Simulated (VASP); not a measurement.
Crystal: KF.

```
K F
1.0
    -1.96526    1.96526    5.85283
     1.96526   -1.96526    5.85283
     1.96526    1.96526   -5.85283
K F
2 2
Direct
  0.11100 0.11100 0.00000
  0.88900 0.88900 0.00000
  0.32300 0.32300 0.00000
  0.67700 0.67700 0.00000
```

The cell was generated, and may not be a known phase.

| Property | Result |
| --- | --- |
| Program | VASP 6.6.1 |
| Task | relaxation of cell and atoms |
| Functional | PBE |
| Potentials or basis | VASP PAW PBE potentials, release 64 (K_sv, F) |
| Cutoff | 600 eV |
| k mesh | 5 × 5 × 5 |
| Occupations | gaussian, width 0.15 eV |
| Spin | no spin polarisation |

At the start: pressure -0.8 GPa; volume 22.61 Å³/atom.

How do energy, volume and symmetry change on relaxing?

Over 10 steps the energy falls by 365.1 meV/atom and the volume is 24.03 Å³/atom (+6.3 %); space group I4/mmm (No. 139, to 0.1 Å) before and after.

Step by step:
```csv
step,energy change (eV),largest force (eV/Å),pressure (GPa),volume (Å³)
1,0.0000,2.8076,-0.82,90.42
2,-0.7611,1.2519,-1.00,88.83
3,-1.1682,0.7603,0.61,87.00
4,-1.1486,0.7801,6.79,82.91
5,-1.2949,0.5774,3.48,84.97
6,-1.4382,0.1999,0.60,92.93
7,-1.4511,0.1573,-0.44,97.10
8,-1.4513,0.1502,-0.33,96.63
9,-1.4572,0.1096,-0.18,96.43
10,-1.4605,0.0494,0.05,96.12
```

Final structure:
```
K F
1.0
    -1.86277    1.86277    6.92561
     1.86277   -1.86277    6.92561
     1.86277    1.86277   -6.92561
K F
2 2
Cartesian
  0.0000 0.0000 2.0879
  0.0000 0.0000 11.7633
  0.0000 0.0000 4.7792
  0.0000 0.0000 9.0720
```

Caveat: the relaxation stopped at a loose force limit of 0.08 eV/Å, so its end isn't a converged minimum.
